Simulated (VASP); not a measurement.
Set up this calculation in VASP 6.6.1, as the native input.

| Property | Result |
| --- | --- |
| Task | single point |
| Functional | PBEsol |
| Potentials or basis | VASP PAW PBE potentials, release 64 (Ru_pv) |
| Cutoff | 520 eV |
| k mesh | 21 × 21 × 12 |
| Occupations | gaussian, width 0.15 eV |
| Spin | no spin polarisation |
| Dipole correction | no |
| Further INCAR settings | ALGO = Fast; EDIFF = 1e-06; NBANDS = 21 |

The structure of Ru lies in POSCAR:

```
Ru
1.0
    2.6582467838      0.0000000000      0.0000000000
   -1.3291233919      2.3021092443      0.0000000000
    0.0000000000      0.0000000000      4.0051804291
Ru
2
Direct
    0.3333333333      0.6666666667      0.2500000000
    0.6666666667      0.3333333333      0.7500000000
```

This cell differs from its parent crystal: volume 12.255 Å^3 an atom, c/a of the conventional cell 1.5067.

One way to write it, as run:

INCAR

```
SYSTEM = Ru
ALGO = Fast ; EDIFF = 1E-6
ENCUT = 520 ; GGA = PS
ISIF = 2 ; ISMEAR = 0
LASPH = .TRUE. ; LCHARG = .FALSE.
LREAL = .FALSE. ; LWAVE = .FALSE.
NBANDS = 21 ; NELM = 60
PREC = Accurate ; SIGMA = 0.15
```

KPOINTS

```
k-points
0
G
  21 21 12
  0 0 0
```

Potentials or basis: VASP PAW PBE potentials, release 64 (Ru_pv).

Launch:

```bash
$ cat potpaw_PBE.64/Ru_pv/POTCAR > POTCAR
$ mpirun -np 1 vasp_std > vasp.out
```

Results of the run:

| Quantity | Value |
| --- | --- |
| Pressure | 37.5 GPa |
| Band gap on the k mesh | zero (band 14 reaches 16.29 eV, above the bottom of band 15 at 12.56 eV) |

Caveat: the PAW data sets were made with another functional, which shifts forces and pressure a little.

Wall time 76 s on 1 thread of AMD EPYC 9R45 96-Core Processor (Zen 5), with other jobs on the host, peak memory 0.21 GiB.
